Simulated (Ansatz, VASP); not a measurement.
# Two plane-wave programs on Al3Cu

```
Al Cu
1.0
     4.08053    0.00000    0.00000
     0.00000    4.08053    0.00000
     0.00000    0.00000    4.13939
Al Cu
3 1
Cartesian
  0.0000 2.0403 2.0103
  2.0403 0.0000 2.0103
  2.0403 2.0403 0.0904
  0.0000 0.0000 0.0284
```

Alike in both runs: task single point; functional PBEsol; k mesh 10 × 10 × 10; occupations gaussian, width 0.1 eV; no spin polarisation.

|  | VASP | Ansatz |
| --- | --- | --- |
| version | VASP 6.6.1 | Ansatz 0.2.0 |
| potentials or method | VASP PAW PBE potentials, release 64 (Al, Cu), cutoff 520 eV | scalar-relativistic, plane waves, PAW |
| valence electrons in the cell | 20 | 28 |

```tsv
	VASP	Ansatz	Ansatz less VASP
gap on the k mesh at the Fermi level (eV)	none	none	-
pressure (GPa)	-10.2	-10.7	-0.51
traceless stress, the component that is largest in VASP (GPa)	-0.51	-0.52	-0.012
rms of the force components (eV/Å)	0.226	0.224	-0.0015
```

VASP's potentials were made for PBE, not for PBEsol. Atom by atom the forces differ by 0.002 eV/Å (rms over components). A gap of «none» marks a metal or a gap that the smearing closes. With one functional, cell and mesh, what is left measures potentials, basis and numerics. VASP's potentials hold 20 valence electrons a cell and Ansatz's 28, so a difference there can come from the potentials and not from the codes.
